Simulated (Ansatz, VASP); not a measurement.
**MgS in VASP and in Ansatz**

The input POSCAR:

```
MgS
1.0
    0.0000000000      2.8308747668      2.8308747668
    2.8308747668      0.0000000000      2.8308747668
    2.8308747668      2.8308747668      0.0000000000
Mg S
1 1
Direct
    0.0000000000      0.0000000000      0.0000000000
    0.7500000000      0.7500000000      0.7500000000
```

Contents of INCAR.step1:

```
SYSTEM = MgS
  PREC = Accurate
  ENCUT = 660
  ISMEAR = 0
  SIGMA = 0.01
  LREAL = .False.
  LASPH = .True.
  NELM = 120
  NBANDS = 11
  GGA = PE
  ALGO = Normal
  EDIFF = 1E-5
  LWAVE = .True.
  LCHARG = .False.
  GGA_COMPAT = .False.
```

The input INCAR.step2:

```
SYSTEM = MgS
  PREC = Accurate
  ENCUT = 660
  EDIFF = 1E-6
  ISMEAR = 0
  SIGMA = 0.01
  LREAL = .False.
  LASPH = .True.
  NELM = 120
  ALGO = Normal
  ISIF = 2
  LWAVE = .False.
  LCHARG = .True.
  METAGGA = R2SCAN
  LMIXTAU = .True.
  LELF = .True.
  LVHAR = .True.
  NBANDS = 11
  ISTART = 1
  GGA_COMPAT = .False.
```

Contents of KPOINTS:

```
Automatic mesh
0
Gamma
  6 6 6
  0 0 0
```

Input for Ansatz:

```yaml
crystal:
  lattice:
    - [0.0, 2.8308747668, 2.8308747668]
    - [2.8308747668, 0.0, 2.8308747668]
    - [2.8308747668, 2.8308747668, 0.0]
  atoms:
    - { symbol: Mg, position: [0.0, 0.0, 0.0] }
    - { symbol: S, position: [0.75, 0.75, 0.75] }
kpoints:
  mp_grid: { grid: [6, 6, 6] }
hamiltonian:
  xc: r2scan
scf:
  occupations: { method: fixed }
  n_extra_bands: 4
output:
  forces: true
  stress: true
  eigenvalues: true
```

Alike in both runs: task single point; functional r2SCAN; k mesh 6 × 6 × 6; no spin polarisation.

|  | VASP | Ansatz |
| --- | --- | --- |
| version | VASP 6.6.1 | Ansatz 0.2.0 |
| potentials or method | VASP PAW PBE potentials, release 64 (Mg, S) | plane waves |
| plane-wave cutoff (eV) | 660 | 500 |
| occupations | gaussian, width 0.01 eV | fixed |
| valence electrons in the cell | 8 | 16 |

Ansatz gave:

| Property | Result |
| --- | --- |
| gap on the k mesh at the Fermi level (eV) | 4.14 |
| pressure (GPa) | 0.0 |

**Question.** Which values does VASP return?

**Answer.** gap on the k mesh at the Fermi level (eV): 4.13; pressure (GPa): -0.2.

VASP's potentials were made for PBE, not for r2SCAN. VASP's potentials hold 8 valence electrons a cell and Ansatz's 16, so a difference there can come from the potentials and not from the codes.
